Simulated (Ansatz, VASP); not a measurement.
**One calculation of SiO2, two programs**

The input INCAR:

```
SYSTEM = SiO2
PREC = Accurate
ENCUT = 520
EDIFF = 1E-8
ISMEAR = 1
SIGMA = 0.15
LREAL = Auto
LASPH = .TRUE.
NELM = 100
ALGO = Normal
ISIF = 2
LWAVE = .FALSE.
LCHARG = .FALSE.
GGA = PE
LEFG = .TRUE.
ISYM = 0
NBANDS = 82
```

Contents of KPOINTS:

```
Automatic mesh
0
G
  4 4 4
  0 0 0
```

POSCAR

```
SiO2
1.0
   -4.2235302601      4.2235302601      4.2235302601
    4.2235302601     -4.2235302601      4.2235302601
    4.2235302601      4.2235302601     -4.2235302601
Si O
8 16
Direct
    0.5000000000      0.0000000000      0.7824953700
    0.2824953700      0.2824953700      0.2824953700
    0.5000000000      0.0000000000      0.2175046300
    0.7175046300      0.7175046300      0.7175046300
    0.7824953700      0.5000000000      0.0000000000
    0.0000000000      0.2175046300      0.5000000000
    0.2175046300      0.5000000000      0.0000000000
    0.0000000000      0.7824953700      0.5000000000
    0.6802250600      0.9302250600      0.7500000000
    0.7500000000      0.6802250600      0.9302250600
    0.8197749400      0.5697749400      0.2500000000
    0.7500000000      0.1802250600      0.4302250600
    0.0697749400      0.2500000000      0.3197749400
    0.5000000000      0.0000000000      0.0000000000
    0.2500000000      0.8197749400      0.5697749400
    0.4302250600      0.7500000000      0.1802250600
    0.3197749400      0.0697749400      0.2500000000
    0.1802250600      0.4302250600      0.7500000000
    0.9302250600      0.7500000000      0.6802250600
    0.5000000000      0.5000000000      0.5000000000
    0.2500000000      0.3197749400      0.0697749400
    0.0000000000      0.5000000000      0.0000000000
    0.0000000000      0.0000000000      0.5000000000
    0.5697749400      0.2500000000      0.8197749400
```

Input for Ansatz:

```yaml
crystal:
  lattice:
    - [-4.2235302601, 4.2235302601, 4.2235302601]
    - [4.2235302601, -4.2235302601, 4.2235302601]
    - [4.2235302601, 4.2235302601, -4.2235302601]
  atoms:
    - { symbol: Si, position: [0.5, 0.0, 0.78249537] }
    - { symbol: Si, position: [0.28249537, 0.28249537, 0.28249537] }
    - { symbol: Si, position: [0.5, 0.0, 0.21750463] }
    - { symbol: Si, position: [0.71750463, 0.71750463, 0.71750463] }
    - { symbol: Si, position: [0.78249537, 0.5, 0.0] }
    - { symbol: Si, position: [0.0, 0.21750463, 0.5] }
    - { symbol: Si, position: [0.21750463, 0.5, 0.0] }
    - { symbol: Si, position: [0.0, 0.78249537, 0.5] }
    - { symbol: O, position: [0.68022506, 0.93022506, 0.75] }
    - { symbol: O, position: [0.75, 0.68022506, 0.93022506] }
    - { symbol: O, position: [0.81977494, 0.56977494, 0.25] }
    - { symbol: O, position: [0.75, 0.18022506, 0.43022506] }
    - { symbol: O, position: [0.06977494, 0.25, 0.31977494] }
    - { symbol: O, position: [0.5, 0.0, 0.0] }
    - { symbol: O, position: [0.25, 0.81977494, 0.56977494] }
    - { symbol: O, position: [0.43022506, 0.75, 0.18022506] }
    - { symbol: O, position: [0.31977494, 0.06977494, 0.25] }
    - { symbol: O, position: [0.18022506, 0.43022506, 0.75] }
    - { symbol: O, position: [0.93022506, 0.75, 0.68022506] }
    - { symbol: O, position: [0.5, 0.5, 0.5] }
    - { symbol: O, position: [0.25, 0.31977494, 0.06977494] }
    - { symbol: O, position: [0.0, 0.5, 0.0] }
    - { symbol: O, position: [0.0, 0.0, 0.5] }
    - { symbol: O, position: [0.56977494, 0.25, 0.81977494] }
  symmetry: { detect: false }
kpoints:
  mp_grid: { grid: [4, 4, 4] }
scf:
  occupations: { method: cold, width: 0.15 }
  lower_state_search: "off"
hamiltonian:
  xc: pbe
  pseudopotentials: { kind: paw }
output:
  forces: true
  stress: true
  populations: true
  efg: { quadrupole_moments_barn: { O: -0.02558 }, contact_densities: true }
```

Alike in both runs: task electric field gradients; functional PBE; k mesh 4 × 4 × 4; no spin polarisation.

|  | VASP | Ansatz |
| --- | --- | --- |
| version | VASP 6.6.1 | Ansatz 0.2.0 |
| potentials or method | VASP PAW PBE potentials, release 64 (Si, O) | plane-wave PAW, scalar-relativistic |
| plane-wave cutoff (eV) | 520 | 420 |
| occupations | methfessel-paxton of order 1, width 0.15 eV | cold, width 0.15 eV |
| valence electrons in the cell | 128 | 128 |

VASP gave:

| Quantity | Value |
| --- | --- |
| gap on the k mesh at the Fermi level (eV) | 5.90 |
| pressure (GPa) | 5.7 |
| rms of the force components (eV/Å) | 0.128 |
| size of Vzz on the site where it differs most (V/Å²) | 92.3 |

Q: What did Ansatz give for the same quantities?

A: gap on the k mesh at the Fermi level (eV): 5.90; pressure (GPa): 5.6; rms of the force components (eV/Å): 0.126; size of Vzz on the site where it differs most (V/Å²): 97.6.

Atom by atom the forces differ by 0.004 eV/Å (rms over components).
